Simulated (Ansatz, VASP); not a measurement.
One calculation of PbF2, two programs

Contents of INCAR:

```
SYSTEM = PbF2
PREC     = Accurate       ! precision mode
ENCUT    = 520            ! plane-wave cutoff, eV
EDIFF    = 1E-6           ! SCF threshold, eV
ISMEAR   = 0              ! smearing method
SIGMA    = 0.02           ! smearing width, eV
LREAL    = .False.        ! projectors in reciprocal space
LASPH    = .True.         ! aspherical terms in the spheres
NELM     = 150            ! most SCF steps
ALGO     = Normal         ! electronic algorithm
ISIF     = 2              ! what is computed and relaxed
LWAVE    = .False.        ! write WAVECAR
LCHARG   = .False.        ! write CHGCAR
MAGMOM   = 0 0 0 0 0 0 0 0 0 ! initial moments
LORBIT   = 11             ! projections on sites
LSORBIT  = .True.         ! spin-orbit coupling
GGA_COMPAT= .False.      
LORBMOM  = .True.       
GGA      = PE             ! functional
NBANDS   = 41             ! bands
```

The input KPOINTS:

```
Automatic mesh
0
Gamma
  8 8 8
  0 0 0
```

Contents of POSCAR:

```
PbF2
1.0
    0.0000000000      3.0000716021      3.0000716021
    3.0000716021      0.0000000000      3.0000716021
    3.0000716021      3.0000716021      0.0000000000
Pb F
1 2
Direct
    0.0000000000      0.0000000000      0.0000000000
    0.2500000000      0.2500000000      0.2500000000
    0.7500000000      0.7500000000      0.7500000000
```

Input for Ansatz:

```yaml
crystal:
  lattice:
    - [0.0, 3.0000716021, 3.0000716021]
    - [3.0000716021, 0.0, 3.0000716021]
    - [3.0000716021, 3.0000716021, 0.0]
  atoms:
    - { symbol: Pb, position: [0.0, 0.0, 0.0] }
    - { symbol: F, position: [0.25, 0.25, 0.25] }
    - { symbol: F, position: [0.75, 0.75, 0.75] }
basis:
  ecutwfc: 420
kpoints:
  mp_grid: { grid: [8, 8, 8] }
hamiltonian:
  xc: pbe
scf:
  occupations: { method: gaussian, width: 0.02 }
output:
  forces: true
  stress: true
  eigenvalues: true
magnetization:
  noncollinear: true
  spin_orbit: true
```

Alike in both runs: task single point; functional PBE; k mesh 8 × 8 × 8; occupations gaussian, width 0.02 eV; non-collinear spin, spin-orbit coupling.

|  | VASP | Ansatz |
| --- | --- | --- |
| version | VASP 6.6.1 | Ansatz 0.2.0 |
| potentials or method | VASP PAW PBE potentials, release 64 (Pb_d, F), cutoff 520 eV | plane waves, PAW |
| valence electrons in the cell | 28 | 28 |

```tsv
	VASP	Ansatz	Ansatz less VASP
pressure (GPa)	-0.3	-0.1	+0.19
net moment per atom (μB)	0.00	0.00	0.000
```
